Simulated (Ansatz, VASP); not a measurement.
**Two plane-wave programs on Sc**

Contents of POSCAR:

```
Sc
1.0
    0.0000000000      2.2627463696      2.2627463696
    2.2627463696      0.0000000000      2.2627463696
    2.2627463696      2.2627463696      0.0000000000
Sc
1
Direct
    0.0000000000      0.0000000000      0.0000000000
```

The input INCAR.step1:

```
SYSTEM = Sc
PREC = Accurate
ENCUT = 520
ISMEAR = -1
SIGMA = 0.1
LREAL = .FALSE.
LASPH = .TRUE.
NELM = 80
NBANDS = 12
GGA = PE
ALGO = Normal
EDIFF = 1E-4
LWAVE = .TRUE.
LCHARG = .FALSE.
```

INCAR.step2

```
SYSTEM = Sc
PREC = Accurate
ENCUT = 520
EDIFF = 1E-6
ISMEAR = -1
SIGMA = 0.1
LREAL = .FALSE.
LASPH = .TRUE.
NELM = 80
ALGO = Normal
ISIF = 2
LWAVE = .FALSE.
LCHARG = .FALSE.
METAGGA = R2SCAN
LMIXTAU = .TRUE.
NBANDS = 12
ISTART = 1
```

KPOINTS

```
Automatic mesh
0
G
  13 13 13
  0 0 0
```

Input for Ansatz:

```yaml
crystal:
  lattice:
    - [0.0, 2.2627463696, 2.2627463696]
    - [2.2627463696, 0.0, 2.2627463696]
    - [2.2627463696, 2.2627463696, 0.0]
  atoms:
    - { symbol: Sc, position: [0.0, 0.0, 0.0] }
hamiltonian:
  xc: r2scan
  pseudopotentials:
    kind: paw
    azcp:
      Sc: "pseudopotentials/Sc.paw.azcp"
basis:
  ecutwfc: 500
  fft_grid_basis: typed
kpoints:
  mp_grid: { grid: [13, 13, 13], shift: [0, 0, 0] }
magnetization:
  spin_polarized: false
scf:
  occupations: { method: fermi_dirac, width: 0.1 }
  lower_state_search: "off"
output:
  stress: true
```

Alike in both runs: task single point; functional r2SCAN; k mesh 13 × 13 × 13; occupations fermi-dirac, width 0.1 eV; no spin polarisation.

|  | VASP | Ansatz |
| --- | --- | --- |
| version | VASP 6.6.1 | Ansatz 0.2.0 |
| potentials or method | VASP PAW PBE potentials, release 64 (Sc_sv), cutoff 520 eV | plane waves (500 eV) with PAW, scalar-relativistic |
| valence electrons in the cell | 11 | 11 |

Ansatz gave:

- pressure (GPa): 4.9

Estimate VASP's values.

pressure (GPa): 5.2.

VASP's potentials were made for PBE, not for r2SCAN.
